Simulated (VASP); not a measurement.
# Cu (P6_3/mmc) in VASP: notebook

Cu is run at these levels: PBEsol; tasks: single point.

All numbers are computed with VASP 6.6.1; they aren't measurements. Logs are shortened: lines on timing, memory, paths and dates and some standing lists are left out, and cuts for length are marked.

## 1. The cell of the first run

It takes space group P6_3/mmc (No. 194, hexagonal). Conventional cell: a = 2.487 Å, b = 2.487 Å, c = 4.228 Å, α = 90.00°, β = 90.00°, γ = 120.00°. Within 3.3 Å of Cu (site symmetry -6m2) lie 12 Cu at 2.49 to 2.56 Å.

This isn't the form of Cu at room conditions, which is fcc.

## 2. Single point, PBEsol (11.32 Å³/atom)

File INCAR:

```
SYSTEM = Cu
PREC = Accurate
ENCUT = 820
EDIFF = 1E-6
ISMEAR = 0
SIGMA = 0.15
LREAL = .FALSE.
LASPH = .TRUE.
NELM = 120
ALGO = Normal
ISIF = 2
LWAVE = .FALSE.
LCHARG = .FALSE.
GGA = PS
NBANDS = 26
GGA_COMPAT = .FALSE.
```

File KPOINTS:

```
Automatic mesh
0
G
  24 24 12
  0 0 0
```

File POSCAR:

```
Cu
1.0
    2.4868792053      0.0000000000      0.0000000000
   -1.2434396027      2.1537005679      0.0000000000
    0.0000000000      0.0000000000      4.2279433370
Cu
2
Direct
    0.3333333333      0.6666666667      0.2500000000
    0.6666666667      0.3333333333      0.7500000000
```

Potentials or basis: VASP PAW PBE potentials, release 64 (Cu_sv_GW).

Command:

```
> cat potpaw_PBE.64/Cu_sv_GW/POTCAR > POTCAR
> mpirun -np 1 vasp_std > vasp.out
```

OUTCAR:

```text
SYSTEM = Cu
   PREC = Accurate
   ENCUT = 820
   EDIFF = 1E-6
   ISMEAR = 0
   LREAL = .FALSE.
   LASPH = .TRUE.
   NELM = 120
   ISIF = 2
   GGA = PS

 ion  position               nearest neighbor table
   1  0.333  0.667  0.250-   2 2.56   2 2.56   2 2.56   2 2.56   2 2.56   2 2.56
   2  0.667  0.333  0.750-   1 2.56   1 2.56   1 2.56   1 2.56   1 2.56   1 2.56

  LATTYP: Found a hexagonal cell.
 ALAT       =     2.4868792053
 C/A-ratio  =     1.7001000000

  Lattice vectors:

 A1 = (   2.4868792053,   0.0000000000,   0.0000000000)
 A2 = (  -1.2434396027,   2.1537005679,   0.0000000000)
 A3 = (   0.0000000000,   0.0000000000,   4.2279433370)

Analysis of symmetry for initial positions (statically):
=====================================================================
 Subroutine PRICEL returns:
 Original cell was already a primitive cell.

 Routine SETGRP: Setting up the symmetry group for a
 hexagonal supercell.

 Subroutine GETGRP returns: Found 24 space group operations
 (whereof 12 operations were pure point group operations)
 out of a pool of 24 trial point group operations.

The static configuration has the point symmetry D_3d.
 The point group associated with its full space group is D_6h.

Analysis of symmetry for dynamics (positions and initial velocities):
=====================================================================
 Subroutine PRICEL returns:
 Original cell was already a primitive cell.

 Routine SETGRP: Setting up the symmetry group for a
 hexagonal supercell.

 Subroutine GETGRP returns: Found 24 space group operations
 (whereof 12 operations were pure point group operations)
 out of a pool of 24 trial point group operations.

The dynamic configuration has the point symmetry D_3d.
 The point group associated with its full space group is D_6h.

 Subroutine INISYM returns: Found 24 space group operations
 (whereof 12 operations are pure point group operations),
 and found     1 'primitive' translations

----------------------------------------------------------------------------------------

                                     Primitive cell

  volume of cell :      22.6448

  direct lattice vectors                    reciprocal lattice vectors
     2.486879205  0.000000000  0.000000000     0.402110403  0.232158550  0.000000000
    -1.243439603  2.153700568  0.000000000     0.000000000  0.464317099  0.000000000
     0.000000000  0.000000000  4.227943337     0.000000000  0.000000000  0.236521618
[... 76 lines left out ...]
   ISTART =      0    job   : 0-new  1-cont  2-samecut
   ICHARG =      2    charge: 1-file 2-atom 10-const
   ISPIN  =      1    spin polarized calculation?
   LNONCOLLINEAR =      F non collinear calculations
   LSORBIT =      F    spin-orbit coupling
   LASPH  =      T    aspherical Exc in radial PAW
   ENCUT  =  820.0 eV  60.27 Ry    7.76 a.u.   5.81  5.81  9.87*2*pi/ulx,y,z
   NELM   =    120;   NELMIN=  2; NELMDL= -5     # of ELM steps
   EDIFF  = 0.1E-05   stopping-criterion for ELM
   LREAL  =      F    real-space projection
   EDIFFG = 0.1E-04   stopping-criterion for IOM
   NSW    =      0    number of steps for IOM
   IBRION =     -1    ionic relax: 0-MD 1-quasi-New 2-CG
   NFREE  =      0    steps in history (QN), initial steepest desc. (CG)
   ISIF   =      2    stress and relaxation
   ISYM   =      2    0-nonsym 1-usesym 2-fastsym
   POTIM  = 0.5000    time-step for ionic-motion
   TEBEG  =    0.0;   TEEND  =   0.0 temperature during run
   PSTRESS=    0.0 pullay stress
   NELECT =      38.0000    total number of electrons
   NUPDOWN=      -1.0000    fix difference up-down
   EMIN   =  10.00;   EMAX   =-10.00  energy-range for DOS
   EFERMI =   0.00;   METHOD = LEGACY
   ISMEAR =     0;   SIGMA  =   0.15  broadening in eV -4-tet -1-fermi 0-gaus
   EFERMI_NEDOS =   21; number of points for ismear=-14 and -15
   IALGO  =     38    algorithm
   IMIX   =      4    mixing-type and parameters
     AMIX     =   0.40;   BMIX     =  1.00
     AMIX_MAG =   1.60;   BMIX_MAG =  1.00
  volume/ion in A,a.u.               =      11.32        76.41
  Fermi-wavevector in a.u.,A,eV,Ry     =   1.945418  3.676307 51.493316  3.784652
  Thomas-Fermi vector in A             =   2.974133
   LORBIT       =      0    0 simple, 1 ext, 2 COOP (PROOUT), +10 PAW based schemes
   GGA     = PS    functional components
   LHFCALC =     F    Hartree Fock is set to
   AEXX    =    0.0000 exact exchange contribution
   IVDW    =     0    specifies the selected vdW correction
   LEPSILON=     F    determine dielectric tensor
   LRPA    =     F    only Hartree local field effects (RPA)
 non-spin polarized calculation
 Gauss-broadening in eV      SIGMA  =   0.15
  energy-cutoff  :      820.00
  volume of cell :       22.64
 maximum number of plane-waves:      1225
 NGX is ok and might be reduce to    24
   NGX = 11   NGY = 11   NGZ = 19

 number of electron      37.9999969 magnetization

 Free energy of the ion-electron system (eV)
  ---------------------------------------------------
  ext. energy  EPLUGINS =         0.00000000
  ---------------------------------------------------
  free energy    TOTEN  =        -8.74882361 eV

  energy without entropy =       -8.74044374  energy(sigma->0) =       -8.74463368

 E-fermi :   7.9180     XC(G=0): -13.8236

 val. band max:        7.9045270858   @ k =   0.4583   0.0417   0.0833
 cond. band min:       7.9234345503   @ k =   0.3333   0.1667   0.2500
 fundamental gap:      0.0189074645
 Fermi energy:         7.9179575286

 k-point     1 :       0.0000    0.0000    0.0000
  band No.  band energies     occupation
      1    -104.4325      2.00000
      2    -104.4186      2.00000
      3     -61.9903      2.00000
      4     -61.9035      2.00000
      5     -61.9035      2.00000
      6     -61.8884      2.00000
[... 685 lines left out ...]
     25      21.4188      0.00000
     26      28.6478      0.00000

 [... further k-points ...]
[... 5 lines left out ...]
  --------------------------------------------------------------------------------------
  -------------------------------------------------------------------------------------
  Total        0.1470385      0.1470385     -0.8938984     -0.0000000      0.0000000      0.0000000
  in kB       10.4033306     10.4033306    -63.2454944     -0.0000000      0.0000000      0.0000000
  external PRESSURE =     -14.1462777 kB  Pullay stress =       0.0000000 kB

 VOLUME and BASIS-vectors are now :
 -----------------------------------------------------------------------------
  energy-cutoff  :      820.00
  volume of cell :       22.64
      direct lattice vectors                 reciprocal lattice vectors
     2.486879205  0.000000000  0.000000000     0.402110403  0.232158550  0.000000000
    -1.243439603  2.153700568  0.000000000     0.000000000  0.464317099  0.000000000
     0.000000000  0.000000000  4.227943337     0.000000000  0.000000000  0.236521618

 POSITION                                       TOTAL-FORCE (eV/Angst)
 -----------------------------------------------------------------------------------
     -0.00000      1.43580      1.05699        -0.000000     -0.000000      0.000000
      1.24344      0.71790      3.17096         0.000000      0.000000      0.000000
 -----------------------------------------------------------------------------------
    total drift:                               -0.000000      0.000000     -0.000000

  FREE ENERGIE OF THE ION-ELECTRON SYSTEM (eV)
  ---------------------------------------------------
  free  energy   TOTEN  =        -8.7488236093 eV

  energy  without entropy=       -8.7404437424  energy(sigma->0) =       -8.74463368
```

OSZICAR:

```text
N       E                     dE             d eps       ncg     rms          rms(c)
DAV:   1     0.853640303563E+03    0.85364E+03   -0.31873E+04 32782   0.678E+03
DAV:   2     0.709380391410E+02   -0.78270E+03   -0.75640E+03 35558   0.142E+03
DAV:   3    -0.777156853695E+01   -0.78710E+02   -0.76753E+02 40738   0.579E+02
DAV:   4    -0.107491288707E+02   -0.29776E+01   -0.29650E+01 39096   0.110E+02
DAV:   5    -0.108575119407E+02   -0.10838E+00   -0.10836E+00 38562   0.157E+01    0.130E+01
DAV:   6    -0.101129793957E+02    0.74453E+00   -0.18978E+01 30922   0.267E+02    0.839E+00
DAV:   7    -0.877849092531E+01    0.13345E+01   -0.57529E+00 31866   0.146E+02    0.249E+00
DAV:   8    -0.875039606824E+01    0.28095E-01   -0.93560E-02 39862   0.778E+00    0.439E-01
DAV:   9    -0.874921436099E+01    0.11817E-02   -0.13062E-02 36108   0.639E+00    0.173E-01
DAV:  10    -0.874882199074E+01    0.39237E-03   -0.11674E-03 40218   0.185E+00    0.669E-03
DAV:  11    -0.874882505500E+01   -0.30643E-05   -0.16277E-05 36634   0.133E-01    0.935E-03
DAV:  12    -0.874882365992E+01    0.13951E-05   -0.11653E-06 15432   0.848E-02    0.785E-04
DAV:  13    -0.874882360929E+01    0.50626E-07   -0.62152E-07 15518   0.211E-02
   1 F= -.87488236E+01 E0= -.87446337E+01  d E =-.837987E-02
```

stdout:

```text
POSCAR found type information on POSCAR Cu
 POSCAR found :  1 types and       2 ions
 scaLAPACK will be used
 -----------------------------------------------------------------------------
|                                                                             |
|                                                                             |
|     You enforced a specific xc type in the INCAR file but a different       |
|     I HOPE YOU KNOW WHAT YOU ARE DOING!                                     |
|                                                                             |
 -----------------------------------------------------------------------------

 LDA part: xc-table for (Slater+PW92), standard interpolation
 POSCAR, INCAR and KPOINTS ok, starting setup
 FFT: planning ... GRIDC
 FFT: planning ... GRID_SOFT
 FFT: planning ... GRID
 WAVECAR not read
 entering main loop
```

It took 5 min on 1 thread of Intel Xeon Platinum 8375C at 2.90GHz (Ice Lake), shared host; peak memory 0.55 GiB.

What came out:

* Free energy: -8.7488 eV
* Pressure: -1.4 GPa
* Band gap on the k mesh: zero (bands 19 and 20 overlap by 6.28 eV)

Levels at points of the mesh, in eV from the Fermi level:
```csv
k point,band 17,band 18,band 19,band 20,band 21,band 22
"(0.00, 0.00, 0.00)",-2.41,-1.72,-1.72,-1.56,3.41,22.25
"(0.50, 0.00, 0.00)",-1.55,-1.46,0.08,1.78,7.74,8.00
"(0.00, 0.00, 0.50)",-1.95,-1.95,-1.95,-1.95,11.72,11.72
"(0.50, 0.00, 0.50)",-1.50,-1.50,0.44,0.44,5.16,5.16
```

Caveat: the stress differs along the axes, from -6 to 1 GPa; the PAW data sets were made with another functional, which shifts forces and pressure a little.

## 3. Single point, PBEsol (10.42 Å³/atom)

This run uses another cell than the first one, of 10.42 Å³/atom.

File INCAR:

```
ALGO = Normal
EDIFF = 1E-6
ENCUT = 820
GGA = PS
GGA_COMPAT = False
ISIF = 2
ISMEAR = 0
LASPH = True
LCHARG = True
LELF = True
LREAL = False
LVHAR = True
LWAVE = False
NBANDS = 26
NELM = 120
PREC = Accurate
SIGMA = 0.15
```

File KPOINTS:

```
k-points
0
Gamma
  24 24 12
```

File POSCAR:

```
Cu
1.0
    2.4513792691      0.0000000000      0.0000000000
   -1.2256896346      2.1229567214      0.0000000000
    0.0000000000      0.0000000000      4.0033264879
Cu
2
Direct
    0.3333333333      0.6666666667      0.2500000000
    0.6666666667      0.3333333333      0.7500000000
```

Potentials or basis: VASP PAW PBE potentials, release 64 (Cu_sv_GW).

Command:

```
> cat potpaw_PBE.64/Cu_sv_GW/POTCAR > POTCAR
> mpirun -np 1 vasp_std > vasp.out
```

Run time: 5.7 min. Hardware: 1 thread of Intel Xeon Platinum 8259CL at 2.50GHz (Skylake/Cascade Lake), shared host; peak memory 0.52 GiB.

Results (log left out):

```
Free energy            : -8.6713 eV
Pressure               : 15.6 GPa
Band gap on the k mesh : zero (bands 19 and 20 overlap by 6.42 eV)
```

Stress tensor (GPa, compression positive):
```
15.29  0.00  0.00
 0.00 15.29  0.00
 0.00  0.00 16.21
```

Levels at points of the mesh, in eV from the Fermi level:
```
           k point  band 15  band 16  band 17  band 18  band 19  band 20  band 21  band 22  band 23  band 24
(0.00, 0.00, 0.00)    -3.08    -2.72    -2.72    -1.81    -1.81    -1.46     4.43    22.36    23.65    23.65
(0.50, 0.00, 0.00)    -3.05    -1.69    -1.63    -1.57     0.01     1.83     8.32     8.84    11.49    12.24
(0.00, 0.00, 0.50)    -3.38    -3.38    -2.08    -2.08    -2.08    -2.08    13.51    13.51    23.11    23.11
(0.50, 0.00, 0.50)    -2.07    -2.07    -1.62    -1.62     0.31     0.31     5.55     5.55    17.38    17.38
```

Caveat: the cell stands under pressure; the PAW data sets were made with another functional, which shifts forces and pressure a little.

## 4. Single point, PBEsol (11.32 Å³/atom)

File INCAR:

```
PREC = Accurate
ENCUT = 520
EDIFF = 1E-6
ISMEAR = 0
SIGMA = 0.15
LREAL = False
LASPH = True
NELM = 100
ALGO = Fast
ISIF = 2
LWAVE = False
LCHARG = False
GGA = PS
NBANDS = 18
```

File KPOINTS:

```
regular mesh
0
Gamma
  24 24 12
```

File POSCAR:

```
Cu
1.0
    2.4211305350      0.0000000000      0.0000000000
   -1.2105652675      2.0967605492      0.0000000000
    0.0000000000      0.0000000000      4.4606908977
Cu
2
Direct
    0.3333333333      0.6666666667      0.2500000000
    0.6666666667      0.3333333333      0.7500000000
```

Potentials or basis: VASP PAW PBE potentials, release 64 (Cu).

Command:

```
> cat potpaw_PBE.64/Cu/POTCAR > POTCAR
> mpirun -np 1 vasp_std > vasp.out
```

It took 2.2 min on 1 thread of Intel Xeon Platinum 8488C (Sapphire Rapids), shared host; peak memory 0.24 GiB.

It converged, with:

```
Free energy            : -8.4735 eV
Pressure               : 3.5 GPa
Band gap on the k mesh : zero (bands 11 and 12 overlap by 6.78 eV)
```

Stress tensor (GPa, compression positive):
```
 11.36   0.00   0.00
  0.00  11.36   0.00
  0.00   0.00 -12.29
```

Levels at points of the mesh, in eV from the Fermi level:
| k point | band 8 | band 9 | band 10 | band 11 | band 12 | band 13 | band 14 | band 15 |
| --- | --- | --- | --- | --- | --- | --- | --- | --- |
| (0.00, 0.00, 0.00) | -2.31 | -2.31 | -2.20 | -1.82 | -1.82 | 2.32 | 19.80 | 23.33 |
| (0.50, 0.00, 0.00) | -1.82 | -1.53 | -1.48 | 0.17 | 1.97 | 7.48 | 7.52 | 10.35 |
| (0.00, 0.00, 0.50) | -3.17 | -2.01 | -2.01 | -2.01 | -2.01 | 9.75 | 9.75 | 23.97 |
| (0.50, 0.00, 0.50) | -2.03 | -1.50 | -1.50 | 0.52 | 0.52 | 5.40 | 5.40 | 15.69 |

Caveat: the stress differs along the axes, from -12 to 11 GPa; the PAW data sets were made with another functional, which shifts forces and pressure a little.

## 5. Single point, PBEsol (11.32 Å³/atom)

File INCAR:

```
SYSTEM = Cu
PREC = Accurate
ENCUT = 520
EDIFF = 1E-6
ISMEAR = 0
SIGMA = 0.15
LREAL = .FALSE.
LASPH = .TRUE.
NELM = 60
ALGO = Fast
ISIF = 2
LWAVE = .FALSE.
LCHARG = .FALSE.
GGA = PS
NBANDS = 18
```

File KPOINTS:

```
regular mesh
0
G
  24 24 12
  0 0 0
```

File POSCAR:

```
Cu
1.0
    2.6237955341      0.0000000000      0.0000000000
   -1.3118977670      2.2722735869      0.0000000000
    0.0000000000      0.0000000000      3.7982064152
Cu
2
Direct
    0.3333333333      0.6666666667      0.2500000000
    0.6666666667      0.3333333333      0.7500000000
```

Command:

```
> cat potpaw_PBE.64/Cu/POTCAR > POTCAR
> mpirun -np 1 vasp_std > vasp.out
```

It took 2 min on 1 thread of Intel Xeon Platinum 8488C (Sapphire Rapids), shared host; peak memory 0.24 GiB.

Results (log left out):

* Free energy: -8.4725 eV
* Pressure: 3.3 GPa
* Band gap on the k mesh: zero (bands 11 and 12 overlap by 5.49 eV)

Stress tensor (GPa, compression positive):
```
-3.50  0.00  0.00
 0.00 -3.50  0.00
 0.00  0.00 16.95
```

Levels at points of the mesh, in eV from the Fermi level:
```tsv
k point	band 7	band 8	band 9	band 10	band 11	band 12	band 13	band 14	band 15	band 16
(0.00, 0.00, 0.00)	-2.78	-2.78	-2.71	-1.73	-1.73	0.15	5.80	19.74	19.74	20.08
(0.50, 0.00, 0.00)	-2.53	-1.88	-1.68	-1.44	-0.28	1.16	8.63	9.51	11.50	11.68
(0.00, 0.00, 0.50)	-3.12	-3.12	-1.94	-1.94	-1.94	-1.94	16.14	16.14	20.90	20.90
(0.50, 0.00, 0.50)	-2.01	-2.01	-1.74	-1.74	0.32	0.32	4.83	4.83	15.27	15.27
```

Caveat: the stress differs along the axes, from -4 to 17 GPa; the PAW data sets were made with another functional, which shifts forces and pressure a little.

## 6. The runs side by side

```tsv
potentials or basis	cell	cutoff (eV)	gap on the mesh (eV)	pressure (GPa)
VASP PAW PBE potentials, release 64 (Cu_sv_GW)	a = 2.487, b = 2.487, c = 4.228 Å, angles 90.0, 90.0, 120.0°, 2 atoms	820	none	-1.4
VASP PAW PBE potentials, release 64 (Cu_sv_GW)	a = 2.451, b = 2.451, c = 4.003 Å, angles 90.0, 90.0, 120.0°, 2 atoms	820	none	15.6
VASP PAW PBE potentials, release 64 (Cu)	a = 2.421, b = 2.421, c = 4.461 Å, angles 90.0, 90.0, 120.0°, 2 atoms	520	none	3.5
VASP PAW PBE potentials, release 64 (Cu)	a = 2.624, b = 2.624, c = 3.798 Å, angles 90.0, 90.0, 120.0°, 2 atoms	520	none	3.3
```

Alike in all rows: task single point; level PBEsol; no spin polarisation; k mesh 24 × 24 × 12; smearing gaussian 0.15 eV.

Caveats: the PAW data sets were made with another functional, which shifts forces and pressure a little; the stress differs along the axes, from -6 to 1 GPa (at least some runs); the cell stands under pressure (at least some runs); the stress differs along the axes, from -12 to 11 GPa (at least some runs); the stress differs along the axes, from -4 to 17 GPa (at least some runs).

Total energies depend on the potentials used, so only differences within one code and one set of settings carry meaning.

The gap in the log of VASP goes by the Fermi energy; the results here count the filled bands.